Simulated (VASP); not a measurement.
# WS2 (R3m) in VASP: further runs

The runs below take WS2 through single point, with LDA.

Everything below comes from runs of VASP 6.6.1. Logs are shortened: lines on timing, memory, paths and dates and some standing lists are left out, and cuts for length are marked.

## Step 1: The cell of the first run

It takes space group R3m (No. 160, trigonal). Conventional cell: a = 3.220 Å, b = 3.220 Å, c = 18.853 Å, α = 90.00°, β = 90.00°, γ = 120.00°. Within 3.3 Å of W (site symmetry 3m) lie 6 S at 2.44 to 2.46 Å and 6 W at 3.22 Å. Within 3.3 Å of S (site symmetry 3m) lie 3 W at 2.44 Å and 7 S at 3.19 to 3.22 Å. Within 3.3 Å of S (site symmetry 3m) lie 3 W at 2.46 Å and 7 S at 3.19 to 3.22 Å.

## Step 2: Single point, LDA (18.81 Å³/atom)

INCAR

```
ALGO = Normal
EDIFF = 1E-6
ENCUT = 520
ISIF = 2
ISMEAR = -1
LASPH = T
LCHARG = F
LREAL = F
LWAVE = F
NBANDS = 20
NELM = 80
PREC = Accurate
SIGMA = 0.08
```

KPOINTS

```
k-points
0
Gamma
  13 13 13
```

POSCAR

```
WS2
1.0
    1.6099690384      0.9295160577      6.2842102968
   -1.6099690384      0.9295160577      6.2842102968
    0.0000000000     -1.8590321154      6.2842102968
W S
1 2
Direct
    0.0000000000      0.0000000000      0.0000000000
    0.7503000000      0.7503000000      0.7503000000
    0.5810000000      0.5810000000      0.5810000000
```

Potentials or basis: VASP PAW LDA potentials, release 64 (W_sv, S).

Run with:

```console
$ cat potpaw_LDA.64/W_sv/POTCAR potpaw_LDA.64/S/POTCAR > POTCAR
$ mpirun -np 1 vasp_std > vasp.out
```

OUTCAR:

```text
EDIFF = 1E-6
   ENCUT = 520
   ISIF = 2
   ISMEAR = -1
   LASPH = T
   LREAL = F
   NELM = 80
   PREC = Accurate

 ion  position               nearest neighbor table
   1  0.000  0.000  0.000-   2 2.44   2 2.44   2 2.44   3 2.46   3 2.46   3 2.46
   2  0.750  0.750  0.750-   1 2.44   1 2.44   1 2.44
   3  0.581  0.581  0.581-   1 2.46   1 2.46   1 2.46

  LATTYP: Found a trigonal (rhomboedric) cell.
 ALAT       =     6.5534189139
 COS(alpha) =     0.8792939096

  Lattice vectors:

 A1 = (   1.6099690384,   0.9295160577,   6.2842102968)
 A2 = (  -1.6099690384,   0.9295160577,   6.2842102968)
 A3 = (   0.0000000000,  -1.8590321154,   6.2842102968)

Analysis of symmetry for initial positions (statically):
=====================================================================
 Subroutine PRICEL returns:
 Original cell was already a primitive cell.

 Routine SETGRP: Setting up the symmetry group for a
 trigonal (rhombohedral) supercell.

 Subroutine GETGRP returns: Found  6 space group operations
 (whereof  6 operations were pure point group operations)
 out of a pool of 12 trial point group operations.

The static configuration has the point symmetry C_3v.

Analysis of symmetry for dynamics (positions and initial velocities):
=====================================================================
 Subroutine PRICEL returns:
 Original cell was already a primitive cell.

 Routine SETGRP: Setting up the symmetry group for a
 trigonal (rhombohedral) supercell.

 Subroutine GETGRP returns: Found  6 space group operations
 (whereof  6 operations were pure point group operations)
 out of a pool of 12 trial point group operations.

The dynamic configuration has the point symmetry C_3v.

 Subroutine INISYM returns: Found  6 space group operations
 (whereof  6 operations are pure point group operations),
 and found     1 'primitive' translations

----------------------------------------------------------------------------------------

                                     Primitive cell

  volume of cell :      56.4256

  direct lattice vectors                    reciprocal lattice vectors
     1.609969038  0.929516058  6.284210297     0.310564979  0.179304774  0.053042995
    -1.609969038  0.929516058  6.284210297    -0.310564979  0.179304774  0.053042995
     0.000000000 -1.859032115  6.284210297     0.000000000 -0.358609548  0.053042995

  length of vectors
     6.553418914  6.553418914  6.553418914     0.362511196  0.362511196  0.362511196

  position of ions in fractional coordinates (direct lattice)
     0.000000000  0.000000000  0.000000000
     0.750300000  0.750300000  0.750300000
     0.581000000  0.581000000  0.581000000

  ion indices of the primitive-cell ions
   primitive index   ion index
                 1           1
                 2           2
                 3           3

----------------------------------------------------------------------------------------

 KPOINTS: k-points

Automatic generation of k-mesh.
 Grid dimensions read from file:
 generate k-points for:   13   13   13

 Generating k-lattice:

  Cartesian coordinates                     Fractional coordinates (reciprocal lattice)
     0.023889614  0.013792675  0.004080230     0.076923077  0.000000000  0.000000000
    -0.023889614  0.013792675  0.004080230     0.000000000  0.076923077  0.000000000
     0.000000000 -0.027585350  0.004080230     0.000000000  0.000000000  0.076923077

  Length of vectors
     0.027885477  0.027885477  0.027885477

  Shift w.r.t. Gamma in fractional coordinates (k-lattice)
     0.000000000  0.000000000  0.000000000

 Subroutine IBZKPT returns following result:
 ===========================================

 Found    231 irreducible k-points:

 Following reciprocal coordinates:
            Coordinates               Weight
  0.000000  0.000000  0.000000      1.000000
  0.076923 -0.000000  0.000000      6.000000
  0.153846 -0.000000 -0.000000      6.000000
  0.230769 -0.000000 -0.000000      6.000000
  0.307692 -0.000000 -0.000000      6.000000
  0.384615 -0.000000 -0.000000      6.000000
[... 16 lines left out ...]
  0.384615  0.153846 -0.000000     12.000000
  0.461538  0.153846  0.000000     12.000000
 [... further k-points ...]
   k-points           NKPTS =    231   k-points in BZ     NKDIM =    231   number of bands    NBANDS=     20
   number of dos      NEDOS =    301   number of ions     NIONS =      3
   total plane-waves  NPLWV = 125000
   dimension x,y,z NGX =    50 NGY =   50 NGZ =   50
   dimension x,y,z NGXF=   100 NGYF=  100 NGZF=  100
   ions per type =               1   2
   NGX,Y,Z   is equivalent  to a cutoff of  12.68, 12.68, 12.68 a.u.
   NGXF,Y,Z  is equivalent  to a cutoff of  25.37, 25.37, 25.37 a.u.
 SYSTEM =  unknown system
   PREC   = accura    normal or accurate (medium, high low for compatibility)
   ISTART =      0    job   : 0-new  1-cont  2-samecut
   ICHARG =      2    charge: 1-file 2-atom 10-const
   ISPIN  =      1    spin polarized calculation?
   LNONCOLLINEAR =      F non collinear calculations
   LSORBIT =      F    spin-orbit coupling
   LASPH  =      T    aspherical Exc in radial PAW
   ENCUT  =  520.0 eV  38.22 Ry    6.18 a.u.  12.19 12.19 12.19*2*pi/ulx,y,z
   NELM   =     80;   NELMIN=  2; NELMDL= -5     # of ELM steps
   EDIFF  = 0.1E-05   stopping-criterion for ELM
   LREAL  =      F    real-space projection
   EDIFFG = 0.1E-04   stopping-criterion for IOM
   NSW    =      0    number of steps for IOM
   IBRION =     -1    ionic relax: 0-MD 1-quasi-New 2-CG
   NFREE  =      0    steps in history (QN), initial steepest desc. (CG)
   ISIF   =      2    stress and relaxation
   ISYM   =      2    0-nonsym 1-usesym 2-fastsym
   POTIM  = 0.5000    time-step for ionic-motion
   TEBEG  =    0.0;   TEEND  =   0.0 temperature during run
   PSTRESS=    0.0 pullay stress
   NELECT =      26.0000    total number of electrons
   NUPDOWN=      -1.0000    fix difference up-down
   EMIN   =  10.00;   EMAX   =-10.00  energy-range for DOS
   EFERMI =   0.00;   METHOD = LEGACY
   ISMEAR =    -1;   SIGMA  =   0.08  broadening in eV -4-tet -1-fermi 0-gaus
   EFERMI_NEDOS =   21; number of points for ismear=-14 and -15
   IALGO  =     38    algorithm
   IMIX   =      4    mixing-type and parameters
     AMIX     =   0.40;   BMIX     =  1.00
     AMIX_MAG =   1.60;   BMIX_MAG =  1.00
  volume/ion in A,a.u.               =      18.81       126.93
  Fermi-wavevector in a.u.,A,eV,Ry     =   1.264466  2.389494 21.754005  1.598874
  Thomas-Fermi vector in A             =   2.397770
   LORBIT       =      0    0 simple, 1 ext, 2 COOP (PROOUT), +10 PAW based schemes
   GGA     = CA    functional components
   LHFCALC =     F    Hartree Fock is set to
   AEXX    =    0.0000 exact exchange contribution
   IVDW    =     0    specifies the selected vdW correction
   LEPSILON=     F    determine dielectric tensor
   LRPA    =     F    only Hartree local field effects (RPA)
 non-spin polarized calculation
  energy-cutoff  :      520.00
  volume of cell :       56.43
 maximum number of plane-waves:      1540
 NGX is ok and might be reduce to    50
   NGX = 25   NGY = 25   NGZ = 25

 number of electron      25.9999998 magnetization

 Free energy of the ion-electron system (eV)
  ---------------------------------------------------
  ext. energy  EPLUGINS =         0.00000000
  ---------------------------------------------------
  free energy    TOTEN  =       -26.09026925 eV

  energy without entropy =      -26.09023362  energy(sigma->0) =      -26.09025143

 E-fermi :   6.9926     XC(G=0): -10.9622

 val. band max:        6.5599444000   @ k =   0.4615   0.4615   0.4615
 cond. band min:       7.5913972833   @ k =  -0.1538   0.1538   0.0000
 fundamental gap:      1.0314528833
 Fermi energy:         6.9925819336

 k-point     1 :       0.0000    0.0000    0.0000
  band No.  band energies     occupation
      1     -67.6632      2.00000
      2     -32.1264      2.00000
      3     -31.9902      2.00000
      4     -31.9902      2.00000
      5      -8.5330      2.00000
      6      -6.7364      2.00000
[... 12 lines left out ...]
     19      14.1513      0.00000
     20      14.8041      0.00000

 k-point     2 :       0.0769   -0.0000    0.0000
  band No.  band energies     occupation
      1     -67.6624      2.00000
      2     -32.1234      2.00000
      3     -32.0073      2.00000
      4     -31.9942      2.00000
      5      -8.4393      2.00000
      6      -6.7070      2.00000
[... 12 lines left out ...]
     19      14.5497      0.00000
     20      14.9069      0.00000

 k-point     3 :       0.1538   -0.0000   -0.0000
  band No.  band energies     occupation
      1     -67.6601      2.00000
      2     -32.1151      2.00000
      3     -32.0545      2.00000
      4     -32.0053      2.00000
      5      -8.1697      2.00000
      6      -6.6225      2.00000
[... 12 lines left out ...]
     19      14.9251      0.00000
     20      15.3879      0.00000

 k-point     4 :       0.2308   -0.0000   -0.0000
  band No.  band energies     occupation
      1     -67.6569      2.00000
      2     -32.1205      2.00000
      3     -32.1033      2.00000
      4     -32.0210      2.00000
      5      -7.7592      2.00000
      6      -6.4945      2.00000
[... 12 lines left out ...]
     19      14.7327      0.00000
     20      15.2088      0.00000

 k-point     5 :       0.3077   -0.0000   -0.0000
  band No.  band energies     occupation
      1     -67.6535      2.00000
      2     -32.1895      2.00000
      3     -32.0908      2.00000
      4     -32.0375      2.00000
      5      -7.2710      2.00000
      6      -6.3453      2.00000
[... 12 lines left out ...]
     19      13.9907      0.00000
     20      14.3908      0.00000
[... 353 lines left out ...]
      6      -6.5760      2.00000
[... 12 lines left out ...]
     19      14.9246      0.00000
     20      15.3005      0.00000

 k-point    22 :       0.3077    0.1538   -0.0000
  band No.  band energies     occupation
      1     -67.6553      2.00000
      2     -32.1437      2.00000
      3     -32.0973      2.00000
      4     -32.0395      2.00000
      5      -7.5098      2.00000
      6      -6.4581      2.00000
[... 12 lines left out ...]
     19      14.6914      0.00000
     20      15.3317      0.00000

 k-point    23 :       0.3846    0.1538   -0.0000
  band No.  band energies     occupation
      1     -67.6523      2.00000
      2     -32.1947      2.00000
      3     -32.0862      2.00000
      4     -32.0643      2.00000
      5      -7.0553      2.00000
      6      -6.3128      2.00000
[... 12 lines left out ...]
     19      14.3492      0.00000
     20      14.9596      0.00000

 k-point    24 :       0.4615    0.1538    0.0000
  band No.  band energies     occupation
      1     -67.6498      2.00000
      2     -32.2358      2.00000
      3     -32.0856      2.00000
      4     -32.0770      2.00000
      5      -6.6335      2.00000
      6      -6.1729      2.00000
[... 12 lines left out ...]
     19      14.1511      0.00000
     20      14.7458      0.00000

 [... further k-points ...]

------------------------ aborting loop because EDIFF is reached ----------------------------------------

  FORCE on cell =-STRESS in cart. coord.  units (eV):
  Direction    XX          YY          ZZ          XY          YZ          ZX
  --------------------------------------------------------------------------------------
  -------------------------------------------------------------------------------------
  Total       -4.0433247     -4.0433247     -4.1549514      0.0000000     -0.0000000      0.0000000
  in kB     -114.8081770   -114.8081770   -117.9777599      0.0000000     -0.0000000      0.0000000
  external PRESSURE =    -115.8647046 kB  Pullay stress =       0.0000000 kB

 VOLUME and BASIS-vectors are now :
 -----------------------------------------------------------------------------
  energy-cutoff  :      520.00
  volume of cell :       56.43
      direct lattice vectors                 reciprocal lattice vectors
     1.609969038  0.929516058  6.284210297     0.310564979  0.179304774  0.053042995
    -1.609969038  0.929516058  6.284210297    -0.310564979  0.179304774  0.053042995
     0.000000000 -1.859032115  6.284210297     0.000000000 -0.358609548  0.053042995

 POSITION                                       TOTAL-FORCE (eV/Angst)
 -----------------------------------------------------------------------------------
      0.00000      0.00000      0.00000         0.000000      0.000000     -0.510121
      0.00000      0.00000     14.14513         0.000000      0.000000     -0.907090
      0.00000      0.00000     10.95338         0.000000     -0.000000      1.417211
 -----------------------------------------------------------------------------------
    total drift:                                0.000000      0.000000      0.000056

  FREE ENERGIE OF THE ION-ELECTRON SYSTEM (eV)
  ---------------------------------------------------
  free  energy   TOTEN  =       -26.0902692457 eV

  energy  without entropy=      -26.0902336205  energy(sigma->0) =      -26.09025143
```

Wall time 7.7 min (1 thread of Intel Xeon 6975P-C (Granite Rapids), shared host); peak memory 0.44 GiB.

What came out:

```
Free energy            : -26.0903 eV
Pressure               : -11.6 GPa
Largest force          : 1.417 eV/Å
Band gap on the k mesh : 1.03 eV (least direct gap 1.94 eV)
```

Forces on the atoms (eV/Å):
```
W    0.000  0.000 -0.510
S    0.000  0.000 -0.907
S    0.000  0.000  1.417
```

Levels at points of the mesh, in eV from the valence-band top:
```
           k point  band 11  band 12  band 13  band 14  band 15  band 16
(0.00, 0.00, 0.00)    -2.12    -1.45    -1.05     2.11     2.11     2.39
```

Caveat: the cell stands under tension; spin-orbit coupling is left out, which moves the levels of the heavy elements; forces of over 1 eV/Å act on the atoms, so gaps and moduli don't describe the material at rest. A k mesh can miss the band edges.

(Continued in part 2 of 2.)
